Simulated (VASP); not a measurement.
# ZrB2: single point with PBEsol+U

The system is ZrB2.

```
CELL_PARAMETERS angstrom
3.17000 0.00000 0.00000
-1.58500 2.74530 0.00000
0.00000 0.00000 3.53300
ATOMIC_POSITIONS crystal
Zr 0.00000 0.00000 0.00000
B 0.66667 0.33333 0.50000
B 0.33333 0.66667 0.50000
```

* Program: VASP 6.6.1
* Task: single point
* Functional: PBEsol
* Potentials or basis: VASP PAW PBE potentials, release 64 (Zr_sv, B)
* Cutoff: 520 eV
* k mesh: 10 × 10 × 8
* Occupations: fermi-dirac, width 0.05 eV
* Spin: no spin polarisation
* Hubbard terms: Zr d U = 6.0 eV
* Dipole correction: no
* Further INCAR settings: ALGO = Normal; EDIFF = 1e-07; NBANDS = 16

```json
{"Pressure": "10.5 GPa", "Band gap on the k mesh": "zero (band 9 reaches 11.97 eV, above the bottom of band 10 at 10.98 eV)"}
```

Stress tensor (GPa, compression positive):
```
 9.33  0.00  0.00
 0.00  9.33  0.00
 0.00  0.00 12.86
```

Levels at points of the mesh, in eV from the Fermi level:
```tsv
k point	band 7	band 8	band 9	band 10	band 11	band 12
(0.00, 0.00, 0.00)	-2.72	-2.72	-2.59	4.02	4.02	4.36
(0.50, 0.00, 0.00)	-3.90	-3.44	-2.60	1.73	2.82	5.34
(0.00, 0.00, 0.50)	-1.29	-1.29	0.55	0.55	1.10	1.10
(0.50, 0.00, 0.50)	-4.73	-4.31	-2.67	3.55	4.23	5.89
```

Eigenvalues of the final occupation matrices:
```
    site  spin  trace               eigenvalues
site 1 d     1   0.77  0.14 0.15 0.15 0.17 0.17
site 1 d     2   0.77  0.14 0.15 0.15 0.17 0.17
```

Run time: 18 s on 1 thread of AMD EPYC 9R45 96-Core Processor (Zen 5) (shared host), peak memory 0.13 GiB.

Caveat: the PAW data sets were made with another functional, which shifts forces and pressure a little; U without spin polarisation on a metal has little footing; the U is typed as a test and isn't derived for this compound.
